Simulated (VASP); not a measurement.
## InP: single point with PBE

Crystal: InP.

```
CELL_PARAMETERS angstrom
0.00000 2.93435 3.02238
2.93435 0.00000 3.02238
2.93435 2.93435 0.00000
ATOMIC_POSITIONS crystal
In 0.00000 0.00000 0.00000
P 0.25000 0.25000 0.25000
```

This cell differs from its parent crystal: z stretched by +3 %, then relaxed in part.

```
Program             : VASP 6.6.1
Task                : single point
Functional          : PBE
Potentials or basis : VASP PAW PBE potentials, release 64 (In_d, P)
Cutoff              : 520 eV
k mesh              : 13 × 13 × 13
Occupations         : fermi-dirac, width 0.02 eV
Spin                : no spin polarisation
```

- Pressure: 1.0 GPa
- Band gap on the k mesh: 0.48 eV

Stress tensor (GPa, compression positive):
```
1.38 0.00 0.00
0.00 1.38 0.00
0.00 0.00 0.11
```

Levels at points of the mesh, in eV from the valence-band top:
```tsv
k point	band 7	band 8	band 9	band 10	band 11	band 12
(0.00, 0.00, 0.00)	-0.14	0.00	0.00	0.48	4.03	4.03
```

Run time: 2.7 min on 1 thread of Intel Xeon 8259CL, on a shared host, peak memory 0.29 GiB.

Caveat: the cell differs from its parent crystal (z stretched by +3 %, then relaxed in part); spin-orbit coupling is left out, which moves the levels of the heavy elements.
